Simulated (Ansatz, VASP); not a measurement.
## SnO: VASP beside Ansatz

INCAR

```
PREC = Accurate
ENCUT = 520
EDIFF = 1E-6
ISMEAR = 0
SIGMA = 0.05
LREAL = F
LASPH = T
NELM = 60
ALGO = Normal
ISIF = 2
LWAVE = F
LCHARG = F
GGA = PE
NBANDS = 28
```

The input KPOINTS:

```
regular mesh
0
Gamma
  10 10 8
```

File POSCAR:

```
SnO
1.0
    3.8101481901      0.0000000000      0.0000000000
    0.0000000000      3.8101481901      0.0000000000
    0.0000000000      0.0000000000      5.2192952050
Sn O
2 2
Direct
    0.0000000000      0.5000000000      0.2287361932
    0.5000000000      0.0000000000      0.7712638068
    0.0000000000      0.0000000000      0.0000000000
    0.5000000000      0.5000000000      0.0000000000
```

Input for Ansatz:

```yaml
crystal:
  lattice:
    - [3.8101481901, 0.0, 0.0]
    - [0.0, 3.8101481901, 0.0]
    - [0.0, 0.0, 5.219295205]
  atoms:
    - { symbol: Sn, position: [0.0, 0.5, 0.2287361932] }
    - { symbol: Sn, position: [0.5, 0.0, 0.7712638068] }
    - { symbol: O, position: [0.0, 0.0, 0.0] }
    - { symbol: O, position: [0.5, 0.5, 0.0] }
basis:
  ecutwfc: 420
kpoints:
  mp_grid: { grid: [10, 10, 8] }
hamiltonian:
  xc: pbe
scf:
  occupations: { method: gaussian, width: 0.05 }
output:
  forces: true
  stress: true
  eigenvalues: true
```

Change from the starting cell: strain -0.015 along x and y, +0.030 along z, atoms carried along.

Alike in both runs: task single point; functional PBE; k mesh 10 × 10 × 8; occupations gaussian, width 0.05 eV; no spin polarisation.

|  | VASP | Ansatz |
| --- | --- | --- |
| version | VASP 6.6.1 | Ansatz 0.2.0 |
| potentials or method | VASP PAW PBE potentials, release 64 (Sn_d, O), cutoff 520 eV | scalar-relativistic, plane waves, PAW |
| valence electrons in the cell | 40 | 40 |

Ansatz gave:

- gap on the k mesh at the Fermi level (eV): 0.38
- least direct gap on the mesh (eV): 1.97
- pressure (GPa): 0.6
- traceless stress, the component that is largest in VASP (GPa): -2.01
- rms of the force components (eV/Å): 0.098

Task: Estimate VASP's values.

Result: gap on the k mesh at the Fermi level (eV): 0.39; least direct gap on the mesh (eV): 1.94; pressure (GPa): 0.8; traceless stress, the component that is largest in VASP (GPa): -1.98; rms of the force components (eV/Å): 0.066.

Atom by atom the forces differ by 0.032 eV/Å (rms over components).
